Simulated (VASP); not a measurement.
Crystal: TeW.

```
CELL_PARAMETERS angstrom
0.00000 3.06183 3.06183
3.06183 0.00000 3.06183
3.06183 3.06183 0.00000
ATOMIC_POSITIONS crystal
W 0.00000 0.00000 0.00000
Te 0.25000 0.25000 0.25000
```

Base run:

| Item | Value |
| --- | --- |
| Program | VASP 6.6.1 |
| Functional | PBE |
| Potentials or basis | VASP PAW PBE potentials, release 64 (W_sv, Te) |
| Cutoff | 520 eV |
| k mesh | 12 × 12 × 12 |
| Occupations | gaussian, width 0.1 eV |
| Spin | collinear spin |
| Starting moments | [0.4, -0.01] μB |
| Fixed moment | 0.5 μB |

Its results: pressure -1.0 GPa; site moments W +0.42; Te -0.02 μB.

Problem. The run is repeated on the same cell with these changes: fixed moment from 0.5 μB to 2 μB; moments at the start from [0.4, -0.01] to [1.46, -0.02]. What comes out?

Solution. Pressure 1.5 GPa; site moments W +1.54; Te -0.04 μB.

Caveats: the total moment is fixed, so each spin has its own Fermi level and the state may be an excited one.
